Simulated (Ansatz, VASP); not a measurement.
## One calculation of GaSb, two programs

```
Ga Sb
1.0
     3.98143    0.00000    0.00000
    -1.99072    3.44802    0.00000
     0.00000    0.00000    6.94765
Ga Sb
2 2
Direct
  0.00000 0.00000 0.00000
  0.00000 0.00000 0.50000
  0.33333 0.66667 0.25000
  0.66667 0.33333 0.75000
```

Alike in both runs: task single point; functional r2SCAN; dispersion D4; k mesh 6 × 6 × 4; occupations fermi-dirac, width 0.02 eV; no spin polarisation.

```csv
,VASP,Ansatz
version,VASP 6.6.1,Ansatz 0.2.0
potentials or method,"VASP PAW PBE potentials, release 64 (Ga_d, Sb)",plane waves
plane-wave cutoff (eV),520,500
valence electrons in the cell,36,56
```

```tsv
	VASP	Ansatz	Ansatz less VASP
pressure (GPa)	-1.0	-1.0	-0.06
```

VASP's potentials were made for PBE, not for r2SCAN. VASP's potentials hold 36 valence electrons a cell and Ansatz's 56, so a difference there can come from the potentials and not from the codes.

Spin-orbit coupling is off throughout.
